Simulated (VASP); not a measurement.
Write the native input for VASP 6.6.1 that does the following.

```yaml
Task: single point
Functional: r2SCAN
Potentials_or_basis: VASP PAW PBE potentials, release 64 (Ga_d, Sb_d_GW)
Cutoff: 550 eV
k_mesh: 8 × 8 × 8
Occupations: fermi-dirac, width 0.02 eV
Spin: no spin polarisation
Dipole_correction: no
Further_INCAR_settings: ALGO = Normal; EDIFF = 1e-06; NBANDS = 21
```

The system is GaSb.

```
CELL_PARAMETERS angstrom
0.00000 3.08121 3.05362
3.08121 0.00000 3.05362
3.08121 3.08121 0.00000
ATOMIC_POSITIONS crystal
Ga 0.00000 0.00000 0.00000
Sb 0.25000 0.25000 0.25000
```

This cell differs from its parent crystal: epitaxial xy strain +0.5%.

The input as run:

POSCAR

```
GaSb
1.0
    0.0000000000      3.0812081940      3.0536152848
    3.0812081940      0.0000000000      3.0536152848
    3.0812081940      3.0812081940      0.0000000000
Ga Sb
1 1
Direct
    0.0000000000      0.0000000000      0.0000000000
    0.2500000000      0.2500000000      0.2500000000
```

INCAR.step1

```
SYSTEM = GaSb
ALGO = Normal
EDIFF = 1E-5
ENCUT = 550
GGA = PE
GGA_COMPAT = .FALSE.
ISMEAR = -1
LASPH = .TRUE.
LCHARG = .FALSE.
LREAL = .FALSE.
LWAVE = .TRUE.
NBANDS = 21
NELM = 120
PREC = Accurate
SIGMA = 0.02
```

INCAR.step2

```
SYSTEM = GaSb
ALGO = Normal
EDIFF = 1E-6
ENCUT = 550
GGA_COMPAT = .FALSE.
ISIF = 2
ISMEAR = -1
ISTART = 1
LASPH = .TRUE.
LCHARG = .FALSE.
LMIXTAU = .TRUE.
LREAL = .FALSE.
LWAVE = .FALSE.
METAGGA = R2SCAN
NBANDS = 21
NELM = 120
PREC = Accurate
SIGMA = 0.02
```

KPOINTS

```
k-points
0
G
  8 8 8
  0 0 0
```

Potentials or basis: VASP PAW PBE potentials, release 64 (Ga_d, Sb_d_GW).

Launch:

```console
$ cat potpaw_PBE.64/Ga_d/POTCAR potpaw_PBE.64/Sb_d_GW/POTCAR > POTCAR
$ cp INCAR.step1 INCAR
$ mpirun -np 1 vasp_std > vasp.out
$ cp INCAR.step2 INCAR
$ mpirun -np 1 vasp_std > vasp.out
```

It gave:

* Pressure: -0.3 GPa
* Band gap on the k mesh: 0.32 eV

Caveat: the cell differs from its parent crystal (epitaxial xy strain +0.5%); the PAW data sets were made with another functional, which shifts forces and pressure a little; spin-orbit coupling is left out, which moves the levels of the heavy elements.

Run time: 12 min on 1 thread of AMD EPYC 7R43 64-Core Processor (Zen 3), with other jobs on the host, peak memory 0.24 GiB.
